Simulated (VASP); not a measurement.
P, 4 atoms in the cell. It takes space group Cmce (No. 64, orthorhombic). Conventional cell: a = 3.361 Å, b = 16.718 Å, c = 4.871 Å, α = 90.00°, β = 90.00°, γ = 90.00°. Within 3.0 Å of P (site symmetry m) lie 3 P at 2.25 to 2.31 Å. 

* Program: VASP 6.6.1
* Task: single point
* Functional: BLYP
* Potentials or basis: VASP PAW PBE potentials, release 64 (P)
* Cutoff: 520 eV
* k mesh: 8 × 8 × 6
* Occupations: fermi-dirac, width 0.05 eV
* Spin: no spin polarisation
* Dipole correction: no
* Further INCAR settings: ALGO = Normal; EDIFF = 1e-06; NBANDS = 18

Potentials or basis: VASP PAW PBE potentials, release 64 (P).

The run is started by

```console
$ cat potpaw_PBE.64/P/POTCAR > POTCAR
$ mpirun -np 1 vasp_std > vasp.out
```

Hardware: 1 thread of AMD EPYC 9R45 96-Core Processor (Zen 5), on a shared host.

Task: How long does it take, and how much memory?

Result: Wall time 3.7 min on 1 thread of AMD EPYC 9R45 96-Core Processor (Zen 5), with other jobs on the host, peak memory 0.41 GiB. Counts: scf iterations 12, k points 84.
